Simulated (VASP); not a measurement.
# Ge (P6_3/mmc) in VASP: notebook

Ge is run at these levels: PBEsol; tasks: single point.

All numbers are computed with VASP 6.6.1; they aren't measurements. Logs are shortened: lines on timing, memory, paths and dates and some standing lists are left out, and cuts for length are marked.

## 1. The cell of the first run

The structure is hexagonal, space group P6_3/mmc (No. 194). Conventional cell: a = 3.493 Å, b = 3.493 Å, c = 5.749 Å, α = 90.00°, β = 90.00°, γ = 120.00°. Within 3.3 Å of Ge (site symmetry -3m) lie 8 Ge at 2.48 to 2.87 Å. Within 3.3 Å of Ge (site symmetry -6m2) lie 6 Ge at 2.48 Å.

This isn't the form of Ge at room conditions, which is diamond.

## 2. Single point, PBEsol (strain -0.080 along x and y, -0.080 along z)

The input, INCAR:

```
  PREC = Accurate
  ENCUT = 520
  EDIFF = 1E-6
  ISMEAR = 0
  SIGMA = 0.15
  LREAL = False
  LASPH = True
  NELM = 60
  ALGO = Normal
  ISIF = 2
  LWAVE = False
  LCHARG = False
  GGA = PS
  NBANDS = 36
```

The input, KPOINTS:

```
regular mesh
0
Gamma
  12 12 8
```

The input, POSCAR:

```
Ge
1.0
    3.4932886429      0.0000000000      0.0000000000
   -1.7466443215      3.0252767075      0.0000000000
    0.0000000000      0.0000000000      5.7493951291
Ge
4
Direct
    0.0000000000      0.0000000000      0.0711500000
    0.0000000000      0.0000000000      0.5711500000
    0.3333333333      0.6666666667      0.8211500000
    0.6666666667      0.3333333333      0.3211500000
```

Potentials or basis: VASP PAW PBE potentials, release 64 (Ge_d).

The run is started by

```console
$ cat potpaw_PBE.64/Ge_d/POTCAR > POTCAR
$ mpirun -np 1 vasp_std > vasp.out
```

OUTCAR:

```text
PREC = Accurate
   ENCUT = 520
   EDIFF = 1E-6
   ISMEAR = 0
   LREAL = False
   LASPH = True
   NELM = 60
   ISIF = 2
   GGA = PS

 ion  position               nearest neighbor table
   1  0.000  0.000  0.071-   3 2.48   4 2.48   4 2.48   3 2.48   4 2.48   3 2.48   2 2.87   2 2.87

   2  0.000  0.000  0.571-   3 2.48   4 2.48   4 2.48   3 2.48   4 2.48   3 2.48   1 2.87   1 2.87

   3  0.333  0.667  0.821-   1 2.48   2 2.48   1 2.48   2 2.48   1 2.48   2 2.48
   4  0.667  0.333  0.321-   1 2.48   2 2.48   1 2.48   2 2.48   1 2.48   2 2.48

  LATTYP: Found a hexagonal cell.
 ALAT       =     3.4932886429
 C/A-ratio  =     1.6458402717

  Lattice vectors:

 A1 = (   3.4932886429,   0.0000000000,   0.0000000000)
 A2 = (  -1.7466443215,   3.0252767075,   0.0000000000)
 A3 = (   0.0000000000,   0.0000000000,   5.7493951291)

Analysis of symmetry for initial positions (statically):
=====================================================================
 Subroutine PRICEL returns:
 Original cell was already a primitive cell.

 Routine SETGRP: Setting up the symmetry group for a
 hexagonal supercell.

 Subroutine GETGRP returns: Found 24 space group operations
 (whereof  6 operations were pure point group operations)
 out of a pool of 24 trial point group operations.

The static configuration has the point symmetry C_3v.
 The point group associated with its full space group is D_6h.

Analysis of symmetry for dynamics (positions and initial velocities):
=====================================================================
 Subroutine PRICEL returns:
 Original cell was already a primitive cell.

 Routine SETGRP: Setting up the symmetry group for a
 hexagonal supercell.

 Subroutine GETGRP returns: Found 24 space group operations
 (whereof  6 operations were pure point group operations)
 out of a pool of 24 trial point group operations.

The dynamic configuration has the point symmetry C_3v.
 The point group associated with its full space group is D_6h.

 Subroutine INISYM returns: Found 24 space group operations
 (whereof  6 operations are pure point group operations),
 and found     1 'primitive' translations

----------------------------------------------------------------------------------------

                                     Primitive cell

  volume of cell :      60.7606

  direct lattice vectors                    reciprocal lattice vectors
     3.493288643  0.000000000  0.000000000     0.286263204  0.165274138  0.000000000
    -1.746644322  3.025276708  0.000000000     0.000000000  0.330548276  0.000000000
     0.000000000  0.000000000  5.749395129     0.000000000  0.000000000  0.173931340

  length of vectors
     3.493288643  3.493288643  5.749395129     0.330548276  0.330548276  0.173931340

  position of ions in fractional coordinates (direct lattice)
     0.000000000  0.000000000  0.071150000
     0.000000000  0.000000000  0.571150000
     0.333333333  0.666666667  0.821150000
     0.666666667  0.333333333  0.321150000

  ion indices of the primitive-cell ions
   primitive index   ion index
                 1           1
                 2           2
                 3           3
                 4           4

----------------------------------------------------------------------------------------

 KPOINTS: regular mesh

Automatic generation of k-mesh.
 Grid dimensions read from file:
 generate k-points for:   12   12    8

 Generating k-lattice:

  Cartesian coordinates                     Fractional coordinates (reciprocal lattice)
     0.023855267  0.013772845  0.000000000     0.083333333  0.000000000  0.000000000
     0.000000000  0.027545690  0.000000000     0.000000000  0.083333333  0.000000000
     0.000000000  0.000000000  0.021741418     0.000000000  0.000000000  0.125000000

  Length of vectors
     0.027545690  0.027545690  0.021741418

  Shift w.r.t. Gamma in fractional coordinates (k-lattice)
     0.000000000  0.000000000  0.000000000

 Subroutine IBZKPT returns following result:
 ===========================================

 Found     95 irreducible k-points:

 Following reciprocal coordinates:
            Coordinates               Weight
  0.000000  0.000000  0.000000      1.000000
  0.083333  0.000000  0.000000      6.000000
  0.166667  0.000000  0.000000      6.000000
  0.250000  0.000000  0.000000      6.000000
  0.333333  0.000000  0.000000      6.000000
  0.416667  0.000000  0.000000      6.000000
[... 16 lines left out ...]
  0.250000  0.000000  0.125000     12.000000
  0.333333  0.000000  0.125000     12.000000
 [... further k-points ...]
   k-points           NKPTS =     95   k-points in BZ     NKDIM =     95   number of bands    NBANDS=     36
   number of dos      NEDOS =    301   number of ions     NIONS =      4
   total plane-waves  NPLWV =  37632
   dimension x,y,z NGX =    28 NGY =   28 NGZ =   48
   dimension x,y,z NGXF=    56 NGYF=   56 NGZF=   96
   ions per type =               4
   NGX,Y,Z   is equivalent  to a cutoff of  13.33, 13.33, 13.88 a.u.
   NGXF,Y,Z  is equivalent  to a cutoff of  26.65, 26.65, 27.76 a.u.
 SYSTEM =  unknown system
   PREC   = accura    normal or accurate (medium, high low for compatibility)
   ISTART =      0    job   : 0-new  1-cont  2-samecut
   ICHARG =      2    charge: 1-file 2-atom 10-const
   ISPIN  =      1    spin polarized calculation?
   LNONCOLLINEAR =      F non collinear calculations
   LSORBIT =      F    spin-orbit coupling
   LASPH  =      T    aspherical Exc in radial PAW
   ENCUT  =  520.0 eV  38.22 Ry    6.18 a.u.   6.50  6.50 10.69*2*pi/ulx,y,z
   NELM   =     60;   NELMIN=  2; NELMDL= -5     # of ELM steps
   EDIFF  = 0.1E-05   stopping-criterion for ELM
   LREAL  =      F    real-space projection
[... 7 lines left out ...]
   TEBEG  =    0.0;   TEEND  =   0.0 temperature during run
   PSTRESS=    0.0 pullay stress
   NELECT =      56.0000    total number of electrons
   NUPDOWN=      -1.0000    fix difference up-down
   EMIN   =  10.00;   EMAX   =-10.00  energy-range for DOS
   EFERMI =   0.00;   METHOD = LEGACY
   ISMEAR =     0;   SIGMA  =   0.15  broadening in eV -4-tet -1-fermi 0-gaus
   EFERMI_NEDOS =   21; number of points for ismear=-14 and -15
   IALGO  =     38    algorithm
   IMIX   =      4    mixing-type and parameters
     AMIX     =   0.40;   BMIX     =  1.00
     AMIX_MAG =   1.60;   BMIX_MAG =  1.00
  volume/ion in A,a.u.               =      15.19       102.51
  Fermi-wavevector in a.u.,A,eV,Ry     =   1.593175  3.010665 34.534415  2.538208
  Thomas-Fermi vector in A             =   2.691446
   LORBIT       =      0    0 simple, 1 ext, 2 COOP (PROOUT), +10 PAW based schemes
   GGA     = PS    functional components
   LHFCALC =     F    Hartree Fock is set to
   AEXX    =    0.0000 exact exchange contribution
   IVDW    =     0    specifies the selected vdW correction
   LEPSILON=     F    determine dielectric tensor
   LRPA    =     F    only Hartree local field effects (RPA)
 non-spin polarized calculation
 Gauss-broadening in eV      SIGMA  =   0.15
  energy-cutoff  :      520.00
  volume of cell :       60.76
 maximum number of plane-waves:      1666
 NGX is ok and might be reduce to    28
   NGX = 13   NGY = 13   NGZ = 21

 number of electron      56.0000001 magnetization

 Free energy of the ion-electron system (eV)
  ---------------------------------------------------
  ext. energy  EPLUGINS =         0.00000000
  ---------------------------------------------------
  free energy    TOTEN  =       -17.47241440 eV

  energy without entropy =      -17.45559587  energy(sigma->0) =      -17.46400513

 E-fermi :   9.1009     XC(G=0): -12.4426

 val. band max:        9.0824237694   @ k =   0.2500   0.1667   0.1250
 cond. band min:       9.1164849041   @ k =   0.0833   0.0000   0.2500
 fundamental gap:      0.0340611346
 Fermi energy:         9.1009449112

 k-point     1 :       0.0000    0.0000    0.0000
  band No.  band energies     occupation
      1     -15.9344      2.00000
      2     -15.9344      2.00000
      3     -15.9093      2.00000
      4     -15.9093      2.00000
      5     -15.8738      2.00000
      6     -15.6606      2.00000
[... 28 lines left out ...]
     35      14.9583      0.00000
     36      15.9026      0.00000

 k-point     2 :       0.0833    0.0000    0.0000
  band No.  band energies     occupation
      1     -15.9309      2.00000
      2     -15.9254      2.00000
      3     -15.9048      2.00000
      4     -15.9035      2.00000
      5     -15.8704      2.00000
      6     -15.6782      2.00000
[... 28 lines left out ...]
     35      15.2205      0.00000
     36      16.0094      0.00000

 k-point     3 :       0.1667    0.0000    0.0000
  band No.  band energies     occupation
      1     -15.9218      2.00000
      2     -15.8991      2.00000
      3     -15.8924      2.00000
      4     -15.8862      2.00000
      5     -15.8616      2.00000
      6     -15.7044      2.00000
[... 28 lines left out ...]
     35      15.2361      0.00000
     36      15.8315      0.00000

 k-point     4 :       0.2500    0.0000    0.0000
  band No.  band energies     occupation
      1     -15.9103      2.00000
      2     -15.8761      2.00000
      3     -15.8599      2.00000
      4     -15.8575      2.00000
      5     -15.8511      2.00000
      6     -15.7222      2.00000
[... 28 lines left out ...]
     35      16.4637      0.00000
     36      17.1762      0.00000

 k-point     5 :       0.3333    0.0000    0.0000
  band No.  band energies     occupation
      1     -15.9006      2.00000
      2     -15.8611      2.00000
      3     -15.8511      2.00000
      4     -15.8210      2.00000
      5     -15.8062      2.00000
      6     -15.7276      2.00000
[... 655 lines left out ...]
 k-point    22 :       0.1667    0.0000    0.1250
  band No.  band energies     occupation
      1     -15.9200      2.00000
      2     -15.9003      2.00000
      3     -15.8901      2.00000
      4     -15.8812      2.00000
      5     -15.8540      2.00000
      6     -15.7276      2.00000
[... 28 lines left out ...]
     35      15.3871      0.00000
     36      16.4676      0.00000

 k-point    23 :       0.2500    0.0000    0.1250
  band No.  band energies     occupation
      1     -15.9094      2.00000
      2     -15.8757      2.00000
      3     -15.8688      2.00000
      4     -15.8513      2.00000
      5     -15.8393      2.00000
      6     -15.7416      2.00000
[... 28 lines left out ...]
     35      16.4817      0.00000
     36      17.4906      0.00000

 k-point    24 :       0.3333    0.0000    0.1250
  band No.  band energies     occupation
      1     -15.8999      2.00000
      2     -15.8629      2.00000
      3     -15.8492      2.00000
      4     -15.8226      2.00000
      5     -15.8012      2.00000
      6     -15.7404      2.00000
[... 28 lines left out ...]
     35      18.1344      0.00000
     36      18.6875      0.00000

 [... further k-points ...]

------------------------ aborting loop because EDIFF is reached ----------------------------------------

  FORCE on cell =-STRESS in cart. coord.  units (eV):
  Direction    XX          YY          ZZ          XY          YZ          ZX
  --------------------------------------------------------------------------------------
  -------------------------------------------------------------------------------------
  Total       11.2967680     11.2967680     14.3519008     -0.0000000      0.0000000     -0.0000000
  in kB      297.8811770    297.8811770    378.4410799     -0.0000000      0.0000000     -0.0000000
  external PRESSURE =     324.7344780 kB  Pullay stress =       0.0000000 kB

 VOLUME and BASIS-vectors are now :
 -----------------------------------------------------------------------------
  energy-cutoff  :      520.00
  volume of cell :       60.76
      direct lattice vectors                 reciprocal lattice vectors
     3.493288643  0.000000000  0.000000000     0.286263204  0.165274138  0.000000000
    -1.746644322  3.025276708  0.000000000     0.000000000  0.330548276  0.000000000
     0.000000000  0.000000000  5.749395129     0.000000000  0.000000000  0.173931340

 POSITION                                       TOTAL-FORCE (eV/Angst)
 -----------------------------------------------------------------------------------
      0.00000      0.00000      0.40907        -0.000000     -0.000000      0.000000
      0.00000      0.00000      3.28377        -0.000000     -0.000000      0.000000
     -0.00000      2.01685      4.72112        -0.000000      0.000000      0.000000
      1.74664      1.00843      1.84642         0.000000     -0.000000     -0.000000
 -----------------------------------------------------------------------------------
    total drift:                               -0.000000     -0.000000      0.000610

  FREE ENERGIE OF THE ION-ELECTRON SYSTEM (eV)
  ---------------------------------------------------
  free  energy   TOTEN  =       -17.4724144013 eV

  energy  without entropy=      -17.4555958653  energy(sigma->0) =      -17.46400513
```

It took 2.6 min on 1 thread of Intel Xeon Platinum 8259CL at 2.50GHz (Skylake/Cascade Lake), shared host; peak memory 0.27 GiB.

What came out:

```yaml
Free_energy: -17.4724 eV
Pressure: 32.5 GPa
Band_gap_on_the_k_mesh: zero (bands 28 and 29 overlap by 5.40 eV)
```

Levels at points of the mesh, in eV from the Fermi level:
```
           k point  band 24  band 25  band 26  band 27  band 28  band 29  band 30  band 31  band 32  band 33
(0.00, 0.00, 0.00)    -0.59    -0.59     0.71     1.30     1.33     1.33     3.40     3.40     3.49     5.84
(0.50, 0.00, 0.00)    -6.85    -6.68    -5.66    -3.61     0.55     1.23     1.33     2.08     3.33     4.99
(0.00, 0.00, 0.50)    -5.26     0.29     0.29     0.29     0.29     2.61     2.61     3.87     3.87     3.87
(0.50, 0.00, 0.50)    -9.29    -2.35    -2.35    -1.72    -1.72    -1.40    -1.40     2.65     2.65     6.88
```

Caveat: the cell differs from its parent crystal (strain -0.080 along x and y, -0.080 along z); the cell stands under pressure; the PAW data sets were made with another functional, which shifts forces and pressure a little.

## 3. Single point, PBEsol (strain -0.080 along x and y, -0.040 along z)

The input, INCAR:

```
PREC     = Accurate       # precision mode
ENCUT    = 520            # plane-wave cutoff, eV
EDIFF    = 1E-6           # SCF threshold, eV
ISMEAR   = 0              # smearing method
SIGMA    = 0.15           # smearing width, eV
LREAL    = F              # projectors in reciprocal space
LASPH    = T              # aspherical terms in the spheres
NELM     = 80             # most SCF steps
ALGO     = Normal         # electronic algorithm
ISIF     = 2              # what is computed and relaxed
LWAVE    = F              # write WAVECAR
LCHARG   = F              # write CHGCAR
GGA      = PS             # functional
NBANDS   = 36             # bands
```

KPOINTS is that of step 2.

POSCAR: that of step 2 with these lines changed.

```diff
@@ -4,3 +4,3 @@
    -1.7466443215      3.0252767075      0.0000000000
-    0.0000000000      0.0000000000      5.7493951291
+    0.0000000000      0.0000000000      5.9993688303
 Ge
```

Potentials or basis: VASP PAW PBE potentials, release 64 (Ge_d).

The run is started by

```console
$ cat potpaw_PBE.64/Ge_d/POTCAR > POTCAR
$ mpirun -np 1 vasp_std > vasp.out
```

It took 2.6 min on 1 thread of Intel Xeon Platinum 8259CL at 2.50GHz (Skylake/Cascade Lake), shared host; peak memory 0.28 GiB.

Results (log left out):

* Free energy: -18.0071 eV
* Pressure: 23.5 GPa
* Band gap on the k mesh: zero (bands 28 and 29 overlap by 5.64 eV)

Stress tensor (GPa, compression positive):
```
21.95  0.00  0.00
 0.00 21.95  0.00
 0.00  0.00 26.47
```

Levels at points of the mesh, in eV from the Fermi level:
| k point | band 26 | band 27 | band 28 | band 29 | band 30 | band 31 |
| --- | --- | --- | --- | --- | --- | --- |
| (0.00, 0.00, 0.00) | 0.04 | 1.16 | 1.74 | 1.74 | 3.51 | 3.51 |
| (0.50, 0.00, 0.00) | -5.46 | -3.07 | 0.88 | 1.36 | 1.44 | 2.04 |
| (0.00, 0.00, 0.50) | 0.70 | 0.70 | 0.70 | 2.96 | 2.96 | 4.15 |
| (0.50, 0.00, 0.50) | -1.92 | -1.82 | -1.82 | -1.64 | -1.64 | 2.73 |

Caveat: the cell differs from its parent crystal (strain -0.080 along x and y, -0.040 along z); the cell stands under pressure; the PAW data sets were made with another functional, which shifts forces and pressure a little.
